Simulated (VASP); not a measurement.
# CuO (F-43m) in VASP: notebook

Aim: see how the results for CuO move with the level of theory and the settings. Levels: PBE, LDA+U. Tasks: single point.

Everything below comes from runs of VASP 6.6.1. Logs are shortened: lines on timing, memory, paths and dates and some standing lists are left out, and cuts for length are marked.

## Step 1: The cell of the first run

Symmetry: F-43m, No. 216, cubic system. Conventional cell: a = 4.655 Å, b = 4.655 Å, c = 4.655 Å, α = 90.00°, β = 90.00°, γ = 90.00°. Within 2.7 Å of Cu (site symmetry -43m) lie 4 O at 2.02 Å. Within 2.7 Å of O (site symmetry -43m) lie 4 Cu at 2.02 Å.

## Step 2: Single point, PBE

The input, INCAR:

```
SYSTEM = CuO
  PREC = Accurate
  ENCUT = 600
  EDIFF = 1E-6
  ISMEAR = -1
  SIGMA = 0.04
  LREAL = .FALSE.
  LASPH = .TRUE.
  NELM = 120
  ALGO = Normal
  ISIF = 2
  LWAVE = .FALSE.
  LCHARG = .FALSE.
  GGA = PE
  NBANDS = 16
  GGA_COMPAT = .FALSE.
```

The input, KPOINTS:

```
Automatic mesh
0
G
  6 6 6
  0 0 0
```

The input, POSCAR:

```
CuO
1.0
    0.0000000000      2.3272527300      2.3272527300
    2.3272527300      0.0000000000      2.3272527300
    2.3272527300      2.3272527300      0.0000000000
Cu O
1 1
Direct
    0.0000000000      0.0000000000      0.0000000000
    0.2500000000      0.2500000000      0.2500000000
```

Potentials or basis: VASP PAW PBE potentials, release 64 (Cu, O).

The run is started by

```console
> cat potpaw_PBE.64/Cu/POTCAR potpaw_PBE.64/O/POTCAR > POTCAR
> mpirun -np 1 vasp_std > vasp.out
```

OUTCAR:

```text
SYSTEM = CuO
   PREC = Accurate
   ENCUT = 600
   EDIFF = 1E-6
   ISMEAR = -1
   LREAL = .FALSE.
   LASPH = .TRUE.
   NELM = 120
   ISIF = 2
   GGA = PE

 ion  position               nearest neighbor table
   1  0.000  0.000  0.000-   2 2.02   2 2.02   2 2.02   2 2.02
   2  0.250  0.250  0.250-   1 2.02   1 2.02   1 2.02   1 2.02

  LATTYP: Found a face centered cubic cell.
 ALAT       =     4.6545054600

  Lattice vectors:

 A1 = (   0.0000000000,   2.3272527300,   2.3272527300)
 A2 = (   2.3272527300,   0.0000000000,   2.3272527300)
 A3 = (   2.3272527300,   2.3272527300,   0.0000000000)

Analysis of symmetry for initial positions (statically):
=====================================================================
 Subroutine PRICEL returns:
 Original cell was already a primitive cell.

 Routine SETGRP: Setting up the symmetry group for a
 face centered cubic supercell.

 Subroutine GETGRP returns: Found 24 space group operations
 (whereof 24 operations were pure point group operations)
 out of a pool of 48 trial point group operations.

The static configuration has the point symmetry T_d .

Analysis of symmetry for dynamics (positions and initial velocities):
=====================================================================
 Subroutine PRICEL returns:
 Original cell was already a primitive cell.

 Routine SETGRP: Setting up the symmetry group for a
 face centered cubic supercell.

 Subroutine GETGRP returns: Found 24 space group operations
 (whereof 24 operations were pure point group operations)
 out of a pool of 48 trial point group operations.

The dynamic configuration has the point symmetry T_d .

 Subroutine INISYM returns: Found 24 space group operations
 (whereof 24 operations are pure point group operations),
 and found     1 'primitive' translations

----------------------------------------------------------------------------------------

                                     Primitive cell

  volume of cell :      25.2093

  direct lattice vectors                    reciprocal lattice vectors
     0.000000000  2.327252730  2.327252730    -0.214845596  0.214845596  0.214845596
     2.327252730  0.000000000  2.327252730     0.214845596 -0.214845596  0.214845596
     2.327252730  2.327252730  0.000000000     0.214845596  0.214845596 -0.214845596
[... 70 lines left out ...]
   LNONCOLLINEAR =      F non collinear calculations
   LSORBIT =      F    spin-orbit coupling
   LASPH  =      T    aspherical Exc in radial PAW
   ENCUT  =  600.0 eV  44.10 Ry    6.64 a.u.   6.57  6.57  6.57*2*pi/ulx,y,z
   NELM   =    120;   NELMIN=  2; NELMDL= -5     # of ELM steps
   EDIFF  = 0.1E-05   stopping-criterion for ELM
   LREAL  =      F    real-space projection
   EDIFFG = 0.1E-04   stopping-criterion for IOM
   NSW    =      0    number of steps for IOM
   IBRION =     -1    ionic relax: 0-MD 1-quasi-New 2-CG
   NFREE  =      0    steps in history (QN), initial steepest desc. (CG)
   ISIF   =      2    stress and relaxation
   ISYM   =      2    0-nonsym 1-usesym 2-fastsym
   POTIM  = 0.5000    time-step for ionic-motion
   TEBEG  =    0.0;   TEEND  =   0.0 temperature during run
   PSTRESS=    0.0 pullay stress
   NELECT =      17.0000    total number of electrons
   NUPDOWN=      -1.0000    fix difference up-down
   EMIN   =  10.00;   EMAX   =-10.00  energy-range for DOS
   EFERMI =   0.00;   METHOD = LEGACY
   ISMEAR =    -1;   SIGMA  =   0.04  broadening in eV -4-tet -1-fermi 0-gaus
   EFERMI_NEDOS =   21; number of points for ismear=-14 and -15
   IALGO  =     38    algorithm
   IMIX   =      4    mixing-type and parameters
     AMIX     =   0.40;   BMIX     =  1.00
     AMIX_MAG =   1.60;   BMIX_MAG =  1.00
  volume/ion in A,a.u.               =      12.60        85.06
  Fermi-wavevector in a.u.,A,eV,Ry     =   1.435614  2.712916 28.041426  2.060987
  Thomas-Fermi vector in A             =   2.554893
   LORBIT       =      0    0 simple, 1 ext, 2 COOP (PROOUT), +10 PAW based schemes
   GGA     = PE    functional components
   LHFCALC =     F    Hartree Fock is set to
   AEXX    =    0.0000 exact exchange contribution
   IVDW    =     0    specifies the selected vdW correction
   LEPSILON=     F    determine dielectric tensor
   LRPA    =     F    only Hartree local field effects (RPA)
 non-spin polarized calculation
  energy-cutoff  :      600.00
  volume of cell :       25.21
 maximum number of plane-waves:       869
 NGX is ok and might be reduce to    28
   NGX = 13   NGY = 13   NGZ = 13

 number of electron      16.9999993 magnetization

 Free energy of the ion-electron system (eV)
  ---------------------------------------------------
  ext. energy  EPLUGINS =         0.00000000
  ---------------------------------------------------
  free energy    TOTEN  =        -9.49725739 eV

  energy without entropy =       -9.47791475  energy(sigma->0) =       -9.48758607

 E-fermi :   3.0574     XC(G=0): -10.5770

 val. band max:        3.0544902723   @ k =   0.5000   0.0000   0.0000
 cond. band min:       3.0934608502   @ k =   0.3333   0.1667   0.0000
 fundamental gap:      0.0389705780
 Fermi energy:         3.0573722829

 k-point     1 :       0.0000    0.0000    0.0000
  band No.  band energies     occupation
      1     -15.2041      2.00000
      2      -1.2951      2.00000
      3      -1.2951      2.00000
      4      -1.2951      2.00000
      5       1.2230      2.00000
      6       1.2230      2.00000
[... 281 lines left out ...]
      3      -1.0751      2.00000
      4      -0.6473      2.00000
      5       1.0858      2.00000
      6       1.2303      2.00000
[... 8 lines left out ...]
     15      25.5141      0.00000
     16      25.9075      0.00000

------------------------ aborting loop because EDIFF is reached ----------------------------------------

  FORCE on cell =-STRESS in cart. coord.  units (eV):
  Direction    XX          YY          ZZ          XY          YZ          ZX
  --------------------------------------------------------------------------------------
  -------------------------------------------------------------------------------------
  Total       -1.4386344     -1.4386344     -1.4386344      0.0000000     -0.0000000      0.0000000
  in kB      -91.4324547    -91.4324547    -91.4324547      0.0000000     -0.0000000      0.0000000
  external PRESSURE =     -91.4324547 kB  Pullay stress =       0.0000000 kB

 VOLUME and BASIS-vectors are now :
 -----------------------------------------------------------------------------
  energy-cutoff  :      600.00
  volume of cell :       25.21
      direct lattice vectors                 reciprocal lattice vectors
     0.000000000  2.327252730  2.327252730    -0.214845596  0.214845596  0.214845596
     2.327252730  0.000000000  2.327252730     0.214845596 -0.214845596  0.214845596
     2.327252730  2.327252730  0.000000000     0.214845596  0.214845596 -0.214845596

 POSITION                                       TOTAL-FORCE (eV/Angst)
 -----------------------------------------------------------------------------------
      0.00000      0.00000      0.00000        -0.000000     -0.000000      0.000000
      1.16363      1.16363      1.16363         0.000000      0.000000     -0.000000
 -----------------------------------------------------------------------------------
    total drift:                                0.000000      0.000000      0.000000

  FREE ENERGIE OF THE ION-ELECTRON SYSTEM (eV)
  ---------------------------------------------------
  free  energy   TOTEN  =        -9.4972573894 eV

  energy  without entropy=       -9.4779147471  energy(sigma->0) =       -9.48758607
```

OSZICAR:

```text
N       E                     dE             d eps       ncg     rms          rms(c)
DAV:   1     0.109567627557E+03    0.10957E+03   -0.91593E+03   536   0.168E+03
DAV:   2    -0.437424554003E+01   -0.11394E+03   -0.10075E+03   536   0.301E+02
DAV:   3    -0.124720162747E+02   -0.80978E+01   -0.75949E+01   632   0.811E+01
DAV:   4    -0.125801823131E+02   -0.10817E+00   -0.10813E+00   608   0.922E+00
DAV:   5    -0.125822613498E+02   -0.20790E-02   -0.20790E-02   680   0.137E+00    0.120E+01
DAV:   6    -0.117011826858E+02    0.88108E+00   -0.20712E+01   624   0.117E+02    0.108E+01
DAV:   7    -0.950605590067E+01    0.21951E+01   -0.73721E+00   672   0.915E+01    0.163E+00
DAV:   8    -0.952038904817E+01   -0.14333E-01   -0.43063E-01   544   0.578E+00    0.107E+00
DAV:   9    -0.950018524860E+01    0.20204E-01   -0.47273E-02   888   0.514E+00    0.501E-01
DAV:  10    -0.949727118349E+01    0.29141E-02   -0.73155E-03   800   0.189E+00    0.244E-01
DAV:  11    -0.949718038953E+01    0.90794E-04   -0.24627E-03   560   0.470E-01    0.476E-02
DAV:  12    -0.949722050307E+01   -0.40114E-04   -0.65952E-05   784   0.144E-01    0.482E-02
DAV:  13    -0.949725982265E+01   -0.39320E-04   -0.75845E-05   720   0.166E-01    0.145E-02
DAV:  14    -0.949725774703E+01    0.20756E-05   -0.41491E-06   672   0.376E-02    0.798E-03
DAV:  15    -0.949725738941E+01    0.35762E-06   -0.31182E-06   600   0.177E-02
   1 F= -.94972574E+01 E0= -.94875861E+01  d E =-.193426E-01
```

Wall time 7.5 s (1 thread of AMD EPYC 9R45 (Zen 5), shared host); peak memory 0.12 GiB.

What came out:

| Quantity | Value |
| --- | --- |
| Free energy | -9.4973 eV |
| Pressure | -9.1 GPa |

Levels at points of the mesh, in eV from the Fermi level:
| k point | band 5 | band 6 | band 7 | band 8 | band 9 | band 10 | band 11 | band 12 | band 13 | band 14 |
| --- | --- | --- | --- | --- | --- | --- | --- | --- | --- | --- |
| (0.00, 0.00, 0.00) | -1.83 | -1.83 | 0.72 | 0.72 | 0.72 | 0.90 | 13.86 | 13.86 | 13.86 | 20.28 |
| (0.50, 0.00, 0.00) | -1.74 | -1.74 | -1.66 | 0.00 | 0.00 | 5.83 | 7.64 | 13.52 | 13.52 | 17.31 |
| (0.50, 0.50, 0.00) | -2.03 | -1.64 | -1.28 | -1.01 | -1.01 | 5.79 | 9.22 | 11.37 | 14.13 | 14.13 |

Caveat: the k points lie up to 0.39 Å⁻¹ apart; an odd number of electrons without spin polarisation forces a metal; a magnetic or distorted state may lie lower; semilocal functionals often make such compounds metallic where correlation or magnetic order opens a gap, which also shifts bond lengths.

## Step 3: Single point, LDA+U

The input, INCAR:

```
SYSTEM = CuO
PREC     = Accurate       ! precision mode
ENCUT    = 700            ! plane-wave cutoff, eV
EDIFF    = 1E-6           ! SCF threshold, eV
ISMEAR   = -1             ! smearing method
SIGMA    = 0.05           ! smearing width, eV
LREAL    = .False.        ! projectors in reciprocal space
LASPH    = .True.         ! aspherical terms in the spheres
NELM     = 200            ! most SCF steps
ALGO     = Normal         ! electronic algorithm
ISIF     = 2              ! what is computed and relaxed
LWAVE    = .False.        ! write WAVECAR
LCHARG   = .True.         ! write CHGCAR
LMAXMIX  = 4              ! l up to which the mixer works
LDAU     = .True.         ! DFT+U
LDAUTYPE = 2            
LDAUL    = 2 -1           ! shell
LDAUU    = 5.3 0          ! U, eV
LDAUJ    = 0 0          
LDAUPRINT= 1            
GGA      = CA             ! functional
LELF     = .True.         ! ELF
LVHAR    = .True.       
NBANDS   = 20             ! bands
GGA_COMPAT= .False.
```

The input, KPOINTS:

```
regular mesh
0
Gamma
  10 10 10
  0 0 0
```

POSCAR is that of step 2.

Potentials or basis: VASP PAW LDA potentials, release 64 (Cu_sv_GW, O).

The run is started by

```console
> cat potpaw_LDA.64/Cu_sv_GW/POTCAR potpaw_LDA.64/O/POTCAR > POTCAR
> mpirun -np 1 vasp_std > vasp.out
```

Wall time 64 s (1 thread of Intel Xeon Platinum 8259CL at 2.50GHz (Skylake/Cascade Lake), shared host); peak memory 0.17 GiB.

Results (log left out):

- Free energy: -8.7350 eV
- Pressure: -21.5 GPa

Levels at points of the mesh, in eV from the Fermi level:
| k point | band 11 | band 12 | band 13 | band 14 | band 15 | band 16 |
| --- | --- | --- | --- | --- | --- | --- |
| (0.00, 0.00, 0.00) | 0.77 | 0.77 | 0.77 | 1.43 | 14.34 | 14.34 |
| (0.50, 0.00, 0.00) | -1.96 | 0.02 | 0.02 | 6.33 | 7.98 | 13.93 |
| (0.50, 0.50, 0.00) | -1.65 | -1.11 | -1.11 | 6.19 | 9.73 | 11.51 |

Eigenvalues of the final occupation matrices:
```tsv
site	spin	trace	eigenvalues
site 1 d	1	4.51	0.88 0.88 0.88 0.94 0.94
site 1 d	2	4.51	0.88 0.88 0.88 0.94 0.94
```

Caveat: an odd number of electrons without spin polarisation forces a metal; a magnetic or distorted state may lie lower; U without spin polarisation on a metal has little footing.
